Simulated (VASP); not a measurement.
Here is a VASP 6.6.1 calculation.

Contents of INCAR:

```
PREC     = Accurate       # precision mode
ENCUT    = 520            # plane-wave cutoff, eV
EDIFF    = 1E-6           # SCF threshold, eV
ISMEAR   = 0              # smearing method
SIGMA    = 0.1            # smearing width, eV
LREAL    = F              # projectors in reciprocal space
LASPH    = T              # aspherical terms in the spheres
NELM     = 80             # most SCF steps
ALGO     = Normal         # electronic algorithm
ISIF     = 2              # what is computed and relaxed
LWAVE    = F              # write WAVECAR
LCHARG   = T              # write CHGCAR
GGA      = PE             # functional
LELF     = T              # ELF
LVHAR    = T            
NBANDS   = 39             # bands
```

The input KPOINTS:

```
regular mesh
0
Gamma
  4 4 4
```

POSCAR

```
La4HfO
1.0
    0.0000000000      4.8213393968      4.8213393968
    4.8213393968      0.0000000000      4.8213393968
    4.8213393968      4.8213393968      0.0000000000
La Hf O
4 1 1
Direct
    0.6141707414      0.6141707414      0.6141707414
    0.6141707414      0.6141707414      0.1574877759
    0.6141707414      0.1574877759      0.6141707414
    0.1574877759      0.6141707414      0.6141707414
    0.0000000000      0.0000000000      0.0000000000
    0.7500000000      0.7500000000      0.7500000000
```

Potentials or basis: VASP PAW PBE potentials, release 64 (La, Hf_pv, O).

Run with:

```sh
$ cat potpaw_PBE.64/La/POTCAR potpaw_PBE.64/Hf_pv/POTCAR potpaw_PBE.64/O/POTCAR > POTCAR
$ mpirun -np 1 vasp_std > vasp.out
```

Question: What does it give for the pressure?

Answer: 0.0 GPa.

Question: Predict the band gap on the k mesh.

Answer: Zero (bands 30 and 31 overlap by 0.26 eV).

Question: Predict the largest force.

Answer: 0.059 eV/Å.

Forces in eV/Å, atoms in the order of the input:
```
La   0.034  0.034  0.034
La  -0.034 -0.034  0.034
La  -0.034  0.034 -0.034
La   0.034 -0.034 -0.034
Hf   0.000  0.000  0.000
O    0.000  0.000  0.000
```

Caveat: spin-orbit coupling is left out, which moves the levels of the heavy elements.
